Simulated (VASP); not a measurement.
# ZnS (F-43m) in VASP: a series of runs

The runs below take ZnS through relaxation of cell and atoms, with r2SCAN.

All numbers are computed with VASP 6.6.1; they aren't measurements. Logs are shortened: lines on timing, memory, paths and dates and some standing lists are left out, and cuts for length are marked.

## Step 1: The cell of the first run

The structure is cubic, space group F-43m (No. 216). Conventional cell: a = 5.387 Å, b = 5.387 Å, c = 5.387 Å, α = 90.00°, β = 90.00°, γ = 90.00°. Within 3.1 Å of Zn (site symmetry -43m) lie 4 S at 2.33 Å. S (site symmetry -43m) has 4 Zn at 2.33 Å within 3.1 Å.

## Step 2: Relaxation of cell and atoms, r2SCAN

Input file POSCAR:

```
ZnS
1.0
    0.0000000000      2.6936828773      2.6936828773
    2.6936828773      0.0000000000      2.6936828773
    2.6936828773      2.6936828773      0.0000000000
Zn S
1 1
Direct
    0.0000000000      0.0000000000      0.0000000000
    0.2500000000      0.2500000000      0.2500000000
```

Input file INCAR.step1:

```
PREC = Accurate
ENCUT = 600
ISMEAR = 0
SIGMA = 0.02
LREAL = False
LASPH = True
NELM = 100
GGA = PE
ALGO = Normal
EDIFF = 1E-4
LWAVE = True
LCHARG = False
```

Input file INCAR.step2:

```
PREC = Accurate
ENCUT = 600
EDIFF = 1E-7
ISMEAR = 0
SIGMA = 0.02
LREAL = False
LASPH = True
NELM = 100
ALGO = Normal
ISIF = 3
LWAVE = False
LCHARG = False
METAGGA = R2SCAN
LMIXTAU = True
IBRION = 2
NSW = 100
EDIFFG = -0.005
ISTART = 1
```

Input file KPOINTS:

```
Automatic mesh
0
Gamma
  8 8 8
```

Potentials or basis: VASP PAW PBE potentials, release 64 (Zn, S).

Run with:

```console
$ cat potpaw_PBE.64/Zn/POTCAR potpaw_PBE.64/S/POTCAR > POTCAR
$ cp INCAR.step1 INCAR
$ mpirun -np 1 vasp_std > vasp.out
$ cp INCAR.step2 INCAR
$ mpirun -np 1 vasp_std > vasp.out
```

OUTCAR:

```text
PREC = Accurate
   ENCUT = 600
   EDIFF = 1E-7
   ISMEAR = 0
   LREAL = False
   LASPH = True
   NELM = 100
   ISIF = 3
   METAGGA = R2SCAN
   IBRION = 2
   NSW = 100
   EDIFFG = -0.005
   ISTART = 1

 ion  position               nearest neighbor table
   1  0.000  0.000  0.000-   2 2.33   2 2.33   2 2.33   2 2.33
   2  0.250  0.250  0.250-   1 2.33   1 2.33   1 2.33   1 2.33

  LATTYP: Found a face centered cubic cell.
 ALAT       =     5.3873657546

  Lattice vectors:

 A1 = (   0.0000000000,   2.6936828773,   2.6936828773)
 A2 = (   2.6936828773,   0.0000000000,   2.6936828773)
 A3 = (   2.6936828773,   2.6936828773,   0.0000000000)

Analysis of symmetry for initial positions (statically):
=====================================================================
 Subroutine PRICEL returns:
 Original cell was already a primitive cell.

 Routine SETGRP: Setting up the symmetry group for a
 face centered cubic supercell.

 Subroutine GETGRP returns: Found 24 space group operations
 (whereof 24 operations were pure point group operations)
 out of a pool of 48 trial point group operations.

The static configuration has the point symmetry T_d .

Analysis of symmetry for dynamics (positions and initial velocities):
=====================================================================
 Subroutine PRICEL returns:
 Original cell was already a primitive cell.

 Routine SETGRP: Setting up the symmetry group for a
 face centered cubic supercell.

 Subroutine GETGRP returns: Found 24 space group operations
 (whereof 24 operations were pure point group operations)
 out of a pool of 48 trial point group operations.

The dynamic configuration has the point symmetry T_d .

 Subroutine INISYM returns: Found 24 space group operations
 (whereof 24 operations are pure point group operations),
 and found     1 'primitive' translations

----------------------------------------------------------------------------------------

                                     Primitive cell

  volume of cell :      39.0903

  direct lattice vectors                    reciprocal lattice vectors
     0.000000000  2.693682877  2.693682877    -0.185619474  0.185619474  0.185619474
     2.693682877  0.000000000  2.693682877     0.185619474 -0.185619474  0.185619474
     2.693682877  2.693682877  0.000000000     0.185619474  0.185619474 -0.185619474

  length of vectors
     3.809442858  3.809442858  3.809442858     0.321502361  0.321502361  0.321502361

  position of ions in fractional coordinates (direct lattice)
     0.000000000  0.000000000  0.000000000
     0.250000000  0.250000000  0.250000000

  ion indices of the primitive-cell ions
   primitive index   ion index
                 1           1
                 2           2

----------------------------------------------------------------------------------------

 KPOINTS: Automatic mesh

Automatic generation of k-mesh.
 Grid dimensions read from file:
 generate k-points for:    8    8    8

 Generating k-lattice:

  Cartesian coordinates                     Fractional coordinates (reciprocal lattice)
    -0.023202434  0.023202434  0.023202434     0.125000000  0.000000000  0.000000000
     0.023202434 -0.023202434  0.023202434     0.000000000  0.125000000  0.000000000
     0.023202434  0.023202434 -0.023202434     0.000000000  0.000000000  0.125000000

  Length of vectors
     0.040187795  0.040187795  0.040187795

  Shift w.r.t. Gamma in fractional coordinates (k-lattice)
     0.000000000  0.000000000  0.000000000

 Subroutine IBZKPT returns following result:
 ===========================================

 Found     29 irreducible k-points:

 Following reciprocal coordinates:
            Coordinates               Weight
  0.000000  0.000000  0.000000      1.000000
  0.125000  0.000000  0.000000      8.000000
  0.250000  0.000000  0.000000      8.000000
  0.375000  0.000000  0.000000      8.000000
  0.500000  0.000000  0.000000      4.000000
  0.125000  0.125000  0.000000      6.000000
[... 16 lines left out ...]
  0.500000  0.250000  0.125000     48.000000
 -0.375000  0.250000  0.125000     24.000000
 [... further k-points ...]
   k-points           NKPTS =     29   k-points in BZ     NKDIM =     29   number of bands    NBANDS=     13
   number of dos      NEDOS =    301   number of ions     NIONS =      2
   total plane-waves  NPLWV =  27000
   dimension x,y,z NGX =    30 NGY =   30 NGZ =   30
   dimension x,y,z NGXF=    60 NGYF=   60 NGZF=   60
   ions per type =               1   1
   NGX,Y,Z   is equivalent  to a cutoff of  13.09, 13.09, 13.09 a.u.
   NGXF,Y,Z  is equivalent  to a cutoff of  26.18, 26.18, 26.18 a.u.
 SYSTEM =  unknown system
   PREC   = accura    normal or accurate (medium, high low for compatibility)
   ISTART =      1    job   : 0-new  1-cont  2-samecut
   ICHARG =      0    charge: 1-file 2-atom 10-const
   ISPIN  =      1    spin polarized calculation?
   LNONCOLLINEAR =      F non collinear calculations
   LSORBIT =      F    spin-orbit coupling
   LASPH  =      T    aspherical Exc in radial PAW
   ENCUT  =  600.0 eV  44.10 Ry    6.64 a.u.   7.61  7.61  7.61*2*pi/ulx,y,z
   NELM   =    100;   NELMIN=  2; NELMDL=  0     # of ELM steps
   EDIFF  = 0.1E-06   stopping-criterion for ELM
   LREAL  =      F    real-space projection
   EDIFFG = -.5E-02   stopping-criterion for IOM
   NSW    =    100    number of steps for IOM
   IBRION =      2    ionic relax: 0-MD 1-quasi-New 2-CG
   NFREE  =      1    steps in history (QN), initial steepest desc. (CG)
   ISIF   =      3    stress and relaxation
   ISYM   =      2    0-nonsym 1-usesym 2-fastsym
   POTIM  = 0.5000    time-step for ionic-motion
   TEBEG  =    0.0;   TEEND  =   0.0 temperature during run
   PSTRESS=    0.0 pullay stress
   NELECT =      18.0000    total number of electrons
   NUPDOWN=      -1.0000    fix difference up-down
   EMIN   =  10.00;   EMAX   =-10.00  energy-range for DOS
   EFERMI =   0.00;   METHOD = LEGACY
   ISMEAR =     0;   SIGMA  =   0.02  broadening in eV -4-tet -1-fermi 0-gaus
   EFERMI_NEDOS =   21; number of points for ismear=-14 and -15
   IALGO  =     38    algorithm
   IMIX   =      4    mixing-type and parameters
     AMIX     =   0.40;   BMIX     =  1.00
     AMIX_MAG =   1.60;   BMIX_MAG =  1.00
  volume/ion in A,a.u.               =      19.55       131.90
  Fermi-wavevector in a.u.,A,eV,Ry     =   1.264181  2.388955 21.744194  1.598153
  Thomas-Fermi vector in A             =   2.397499
   LORBIT       =      0    0 simple, 1 ext, 2 COOP (PROOUT), +10 PAW based schemes
   METAGGA = R2SCAN    functional components
   LHFCALC =     F    Hartree Fock is set to
   AEXX    =    0.0000 exact exchange contribution
   IVDW    =     0    specifies the selected vdW correction
   LEPSILON=     F    determine dielectric tensor
   LRPA    =     F    only Hartree local field effects (RPA)
 conjugate gradient relaxation of ions
 non-spin polarized calculation
 Gauss-broadening in eV      SIGMA  =   0.02
  energy-cutoff  :      600.00
  volume of cell :       39.09
 maximum number of plane-waves:      1323
   NGX = 15   NGY = 15   NGZ = 15

--------------------------------------- Ionic step        1  -------------------------------------------

 number of electron      18.0000017 magnetization

 Free energy of the ion-electron system (eV)
  ---------------------------------------------------
  ext. energy  EPLUGINS =         0.00000000
  ---------------------------------------------------
  free energy    TOTEN  =       -18.86763890 eV

  energy without entropy =      -18.86763890  energy(sigma->0) =      -18.86763890

------------------------ aborting loop because EDIFF is reached ----------------------------------------

  FORCE on cell =-STRESS in cart. coord.  units (eV):
  Direction    XX          YY          ZZ          XY          YZ          ZX
  --------------------------------------------------------------------------------------
  -------------------------------------------------------------------------------------
  Total        0.0172801      0.0172801      0.0172801      0.0000000      0.0000000      0.0000000
  in kB        0.7082513      0.7082513      0.7082513      0.0000000      0.0000000      0.0000000
  external PRESSURE =       0.7082513 kB  Pullay stress =       0.0000000 kB

 VOLUME and BASIS-vectors are now :
 -----------------------------------------------------------------------------
  energy-cutoff  :      600.00
  volume of cell :       39.09
      direct lattice vectors                 reciprocal lattice vectors
     0.000000000  2.693682877  2.693682877    -0.185619474  0.185619474  0.185619474
     2.693682877  0.000000000  2.693682877     0.185619474 -0.185619474  0.185619474
     2.693682877  2.693682877  0.000000000     0.185619474  0.185619474 -0.185619474

 POSITION                                       TOTAL-FORCE (eV/Angst)
 -----------------------------------------------------------------------------------
      0.00000      0.00000      0.00000        -0.000000      0.000000      0.000000
      1.34684      1.34684      1.34684         0.000000     -0.000000     -0.000000
 -----------------------------------------------------------------------------------
    total drift:                                0.000019      0.000019      0.000019

  FREE ENERGIE OF THE ION-ELECTRON SYSTEM (eV)
  ---------------------------------------------------
  free  energy   TOTEN  =       -18.8676389016 eV

  energy  without entropy=      -18.8676389016  energy(sigma->0) =      -18.86763890

--------------------------------------- Ionic step        2  -------------------------------------------

 number of electron      18.0000017 magnetization

 Free energy of the ion-electron system (eV)
  ---------------------------------------------------
  ext. energy  EPLUGINS =         0.00000000
  ---------------------------------------------------
  free energy    TOTEN  =       -18.86762070 eV

  energy without entropy =      -18.86762070  energy(sigma->0) =      -18.86762070

 E-fermi :   1.9921     XC(G=0): -10.3244

 val. band max:        1.9060103347   @ k =   0.0000   0.0000   0.0000
 cond. band min:       4.6185146567   @ k =   0.0000   0.0000   0.0000
 fundamental gap:      2.7125043220
 Fermi energy:         1.9920764449

 k-point     1 :       0.0000    0.0000    0.0000
  band No.  band energies     occupation
      1     -11.8267      2.00000
      2      -4.6260      2.00000
      3      -4.6260      2.00000
      4      -4.6260      2.00000
      5      -4.0702      2.00000
      6      -4.0702      2.00000
      7       1.9060      2.00000
      8       1.9060      2.00000
      9       1.9060      2.00000
     10       4.6185      0.00000
     11       8.8026      0.00000
     12       8.8028      0.00000
     13       8.8028      0.00000

 k-point     2 :       0.1250    0.0000    0.0000
  band No.  band energies     occupation
      1     -11.7057      2.00000
      2      -4.6229      2.00000
      3      -4.6035      2.00000
      4      -4.6035      2.00000
      5      -4.0719      2.00000
      6      -4.0718      2.00000
      7       0.8142      2.00000
      8       1.7538      2.00000
      9       1.7538      2.00000
     10       5.4085      0.00000
     11       8.7069      0.00000
[... 339 lines left out ...]
 k-point    24 :      -0.3750    0.2500    0.1250
  band No.  band energies     occupation
      1     -10.7082      2.00000
      2      -4.4837      2.00000
      3      -4.4242      2.00000
      4      -4.1307      2.00000
      5      -4.0589      2.00000
      6      -3.8007      2.00000
      7      -3.1045      2.00000
      8      -0.5013      2.00000
      9       0.3918      2.00000
     10       7.3098      0.00000
     11       8.2566      0.00000
     12      10.3237      0.00000
     13      11.5261      0.00000

 [... further k-points ...]

------------------------ aborting loop because EDIFF is reached ----------------------------------------

  FORCE on cell =-STRESS in cart. coord.  units (eV):
  Direction    XX          YY          ZZ          XY          YZ          ZX
  --------------------------------------------------------------------------------------
  -------------------------------------------------------------------------------------
  Total       -0.0068888     -0.0068888     -0.0068888      0.0000000     -0.0000000      0.0000000
  in kB       -0.2819970     -0.2819970     -0.2819970      0.0000000     -0.0000000      0.0000000
  external PRESSURE =      -0.2819970 kB  Pullay stress =       0.0000000 kB

 VOLUME and BASIS-vectors are now :
 -----------------------------------------------------------------------------
  energy-cutoff  :      600.00
  volume of cell :       39.14
      direct lattice vectors                 reciprocal lattice vectors
     0.000000000  2.694805655  2.694805655    -0.185542137  0.185542137  0.185542137
     2.694805655  0.000000000  2.694805655     0.185542137 -0.185542137  0.185542137
     2.694805655  2.694805655 -0.000000000     0.185542137  0.185542137 -0.185542137

 POSITION                                       TOTAL-FORCE (eV/Angst)
 -----------------------------------------------------------------------------------
      5.38961      2.69481      2.69481        -0.000000     -0.000000     -0.000000
      1.34740      1.34740      1.34740         0.000000      0.000000      0.000000
 -----------------------------------------------------------------------------------
    total drift:                                0.000019      0.000019      0.000019

  FREE ENERGIE OF THE ION-ELECTRON SYSTEM (eV)
  ---------------------------------------------------
  free  energy   TOTEN  =       -18.8676207031 eV

  energy  without entropy=      -18.8676207031  energy(sigma->0) =      -18.86762070

 reached required accuracy - stopping structural energy minimisation
```

Run time: 67 s. Hardware: 1 thread of Intel Xeon 6975P-C (Granite Rapids), shared host; peak memory 0.18 GiB.

Results:

```yaml
Free_energy: -18.8676 eV
Relaxed_volume: 19.57 Å³/atom
Relaxed_cell: a = 3.811 Å, b = 3.811 Å, c = 3.811 Å, α = 60.00°, β = 60.00°, γ = 60.00°
Space_group_after_relaxing_to_0.05_Å: F-43m (No. 216)
Energy_gained_by_relaxing: 0.0 meV/atom
Ionic_steps: 2
Pressure_after_relaxing: 0.0 GPa
Band_gap_on_the_k_mesh: 2.71 eV, direct
```

Final structure:
```
Zn S
1.0
     0.00000    2.69481    2.69481
     2.69481    0.00000    2.69481
     2.69481    2.69481    0.00000
Zn S
1 1
Direct
  0.00000 0.00000 0.00000
  0.25000 0.25000 0.25000
```

Caveat: the PAW data sets were made with another functional, which shifts forces and pressure a little. r2SCAN opens gaps a little over a GGA but as a rule still falls short of measured ones.

## Step 3: Relaxation of cell and atoms, r2SCAN, target pressure -3 GPa, at which the enthalpy is minimised

This run uses another cell than the first one, of 20.12 Å³/atom, 1.030 times its volume.

Input file POSCAR:

```
ZnS
1.0
    0.0000000000      2.7199900887      2.7199900887
    2.7199900887      0.0000000000      2.7199900887
    2.7199900887      2.7199900887      0.0000000000
Zn S
1 1
Direct
    0.0000000000      0.0000000000      0.0000000000
    0.2500000000      0.2500000000      0.2500000000
```

Input file INCAR.step1:

```
SYSTEM = ZnS
ALGO = Normal
EDIFF = 1E-4
ENCUT = 600
GGA = PE
ISMEAR = 0
LASPH = .TRUE.
LCHARG = .FALSE.
LREAL = .FALSE.
LWAVE = .TRUE.
NELM = 80
PREC = Accurate
SIGMA = 0.02
```

Input file INCAR.step2:

```
SYSTEM = ZnS
ALGO = Normal
EDIFF = 1E-6
EDIFFG = -0.008
ENCUT = 600
IBRION = 2
ISIF = 3
ISMEAR = 0
ISTART = 1
LASPH = .TRUE.
LCHARG = .FALSE.
LMIXTAU = .TRUE.
LREAL = .FALSE.
LWAVE = .FALSE.
METAGGA = R2SCAN
NELM = 80
NSW = 70
PREC = Accurate
PSTRESS = -30.0
SIGMA = 0.02
```

Input file KPOINTS:

```
k-points
0
G
  8 8 8
  0 0 0
```

Potentials or basis: VASP PAW PBE potentials, release 64 (Zn, S).

Run with:

```console
$ cat potpaw_PBE.64/Zn/POTCAR potpaw_PBE.64/S/POTCAR > POTCAR
$ cp INCAR.step1 INCAR
$ mpirun -np 1 vasp_std > vasp.out
$ cp INCAR.step2 INCAR
$ mpirun -np 1 vasp_std > vasp.out
```

It took 80 s on 1 thread of Intel Xeon 6975P-C (Granite Rapids), shared host; peak memory 0.2 GiB.

The run converged. Its results:

```
Free energy                                            : -18.8513 eV
Relaxed volume                                         : 20.40 Å³/atom
Relaxed cell                                           : a = 3.864 Å, b = 3.864 Å, c = 3.864 Å, α = 60.00°, β = 60.00°, γ = 60.00°
Space group after relaxing (to 0.05 Å)                 : F-43m (No. 216)
Energy change on relaxing (the enthalpy is what falls) : +4.6 meV/atom
Ionic steps                                            : 4
Pressure after relaxing                                : -3.0 GPa
Band gap on the k mesh                                 : 2.52 eV, direct
```

Step by step:
| step | energy change (eV) | largest force (eV/Å) | pressure (GPa) | volume (Å³) |
| --- | --- | --- | --- | --- |
| 1 | 0.0000 | 0.0000 | -2.07 | 40.25 |
| 2 | 0.0117 | 0.0000 | -3.20 | 40.93 |
| 3 | 0.0080 | 0.0000 | -2.90 | 40.74 |
| 4 | 0.0091 | 0.0000 | -2.98 | 40.80 |

Final structure:
```cif
data_structure
_symmetry_space_group_name_H-M 'P 1'
_symmetry_Int_Tables_number 1
_cell_length_a 3.8643
_cell_length_b 3.8643
_cell_length_c 3.8643
_cell_angle_alpha 60.000
_cell_angle_beta 60.000
_cell_angle_gamma 60.000
_cell_volume 40.80
loop_
_atom_site_label
_atom_site_type_symbol
_atom_site_fract_x
_atom_site_fract_y
_atom_site_fract_z
_atom_site_occupancy
Zn1 Zn 0.00000 0.00000 0.00000 1
S1 S 0.25000 0.25000 0.25000 1
```

Levels at points of the mesh, in eV from the valence-band top:
| k point | band 6 | band 7 | band 8 | band 9 | band 10 | band 11 | band 12 | band 13 |
| --- | --- | --- | --- | --- | --- | --- | --- | --- |
| (0.00, 0.00, 0.00) | -5.87 | 0.00 | 0.00 | 0.00 | 2.52 | 6.93 | 6.93 | 6.93 |
| (0.50, 0.00, 0.00) | -5.68 | -5.17 | -0.84 | -0.84 | 3.75 | 7.41 | 7.41 | 9.28 |
| (0.50, 0.50, 0.00) | -5.67 | -4.48 | -2.16 | -2.16 | 3.80 | 4.48 | 11.50 | 12.58 |

Caveat: the cell is relaxed towards a set pressure, so the enthalpy falls and the energy may rise; the PAW data sets were made with another functional, which shifts forces and pressure a little. r2SCAN opens gaps a little over a GGA but as a rule still falls short of measured ones.
